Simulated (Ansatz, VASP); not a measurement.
Co in VASP and in Ansatz

File INCAR:

```
SYSTEM = Co
  ALGO = Normal
  EDIFF = 1E-6
  ENCUT = 520
  GGA = PE
  ISIF = 2
  ISMEAR = 0
  LASPH = .TRUE.
  LCHARG = .TRUE.
  LELF = .TRUE.
  LREAL = .FALSE.
  LVHAR = .TRUE.
  LWAVE = .FALSE.
  NBANDS = 10
  NELM = 100
  PREC = Accurate
  SIGMA = 0.05
```

KPOINTS

```
k-points
0
G
  20 20 20
  0 0 0
```

File POSCAR:

```
Co
1.0
   -1.4047453212      1.4047453212      1.4047453212
    1.4047453212     -1.4047453212      1.4047453212
    1.4047453212      1.4047453212     -1.4047453212
Co
1
Direct
    0.0000000000      0.0000000000      0.0000000000
```

Input for Ansatz:

```yaml
crystal:
  lattice:
    - [-1.4047453212, 1.4047453212, 1.4047453212]
    - [1.4047453212, -1.4047453212, 1.4047453212]
    - [1.4047453212, 1.4047453212, -1.4047453212]
  atoms:
    - { symbol: Co, position: [0.0, 0.0, 0.0] }
basis:
  ecutwfc: 420
  ecutrho_ratio: 4
kpoints:
  mp_grid: { grid: [20, 20, 20] }
hamiltonian:
  xc: pbe
scf:
  occupations: { method: gaussian, width: 0.05 }
output:
  forces: true
  stress: true
  eigenvalues: true
```

Alike in both runs: task single point; functional PBE; k mesh 20 × 20 × 20; occupations gaussian, width 0.05 eV; no spin polarisation.

|  | VASP | Ansatz |
| --- | --- | --- |
| version | VASP 6.6.1 | Ansatz 0.2.0 |
| potentials or method | VASP PAW PBE potentials, release 64 (Co), cutoff 520 eV | scalar-relativistic, plane waves, PAW |
| valence electrons in the cell | 9 | 17 |

|  | VASP | Ansatz | Ansatz less VASP |
| --- | --- | --- | --- |
| gap on the k mesh at the Fermi level (eV) | none | none | - |
| pressure (GPa) | -11.5 | -11.0 | +0.49 |

A gap of «none» marks a metal or a gap that the smearing closes. VASP's potentials hold 9 valence electrons a cell and Ansatz's 17, so a difference there can come from the potentials and not from the codes.
